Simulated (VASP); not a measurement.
CsI: single point with PBEsol

Crystal: CsI.

```
CELL_PARAMETERS angstrom
4.50319 0.01126 0.01126
0.01126 4.50319 0.01126
0.01126 0.01126 4.50319
ATOMIC_POSITIONS crystal
Cs 0.00000 0.00000 0.00000
I 0.50000 0.50000 0.50000
```

This cell differs from its parent crystal: equal xy, yz and zx engineering shears of +0.5 %.

```json
{
  "Program": "VASP 6.6.1",
  "Task": "single point",
  "Functional": "PBEsol",
  "Potentials or basis": "VASP PAW PBE potentials, release 64 (Cs_sv, I)",
  "Cutoff": "500 eV",
  "k mesh": "6 × 6 × 6",
  "Occupations": "gaussian, width 0.01 eV",
  "Spin": "no spin polarisation"
}
```

```
Pressure               : 0.1 GPa
Band gap on the k mesh : 3.84 eV (least direct gap 3.92 eV)
```

Levels at points of the mesh, in eV from the valence-band top:
```csv
k point,band 5,band 6,band 7,band 8,band 9,band 10,band 11,band 12
"(0.00, 0.00, 0.00)",-6.99,-0.08,-0.08,-0.08,3.84,4.01,4.01,7.81
"(0.50, 0.00, 0.00)",-6.91,-1.71,-0.28,-0.27,5.09,6.52,6.68,6.83
"(0.50, 0.50, 0.00)",-6.86,-0.91,-0.90,0.00,4.11,4.83,6.04,6.05
"(0.50, 0.50, 0.50)",-7.28,-1.45,-1.45,-1.45,7.15,7.21,7.21,7.97
```

Wall time 33 s on 1 thread of Intel(R) Xeon(R) Platinum 8259CL CPU @ 2.50GHz (Skylake/Cascade Lake), on a shared host, peak memory 0.22 GiB.

Caveat: the cell differs from its parent crystal (equal xy, yz and zx engineering shears of +0.5 %); the PAW data sets were made with another functional, which shifts forces and pressure a little; spin-orbit coupling is left out, which moves the levels of the heavy elements. A k mesh can miss the band edges.
